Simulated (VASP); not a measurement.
MnS, 2 atoms in the cell. It takes space group Fm-3m (No. 225, cubic). The conventional cell has a = 5.276 Å, b = 5.276 Å, c = 5.276 Å, α = 90.00°, β = 90.00°, γ = 90.00°. Within 3.5 Å of Mn (site symmetry m-3m) lie 6 S at 2.64 Å. Within 3.5 Å of S (site symmetry m-3m) lie 6 Mn at 2.64 Å. 

```yaml
Program: VASP 6.6.1
Task: single point
Functional: PBE
Potentials_or_basis: VASP PAW PBE potentials, release 64 (Mn_pv, S)
Cutoff: 520 eV
k_mesh: 14 × 14 × 14
Occupations: fermi-dirac, width 0.03 eV
Spin: collinear spin, ferromagnetic start
Starting_moments: "[4.0, 0.0] μB"
Dipole_correction: no
Further_INCAR_settings: ALGO = Normal; EDIFF = 1e-06; NBANDS = 20
```

Potentials or basis: VASP PAW PBE potentials, release 64 (Mn_pv, S).

Launch:

```console
$ cat potpaw_PBE.64/Mn_pv/POTCAR potpaw_PBE.64/S/POTCAR > POTCAR
$ mpirun -np 1 vasp_std > vasp.out
```

Hardware: 1 thread of Intel(R) Xeon(R) 6975P-C (Granite Rapids) (shared host).

Task: How long does it take, and how much memory?

Result: It took 60 s on 1 thread of Intel(R) Xeon(R) 6975P-C (Granite Rapids), with other jobs on the host, peak memory 0.25 GiB. Counts: scf iterations 16, k points 104.
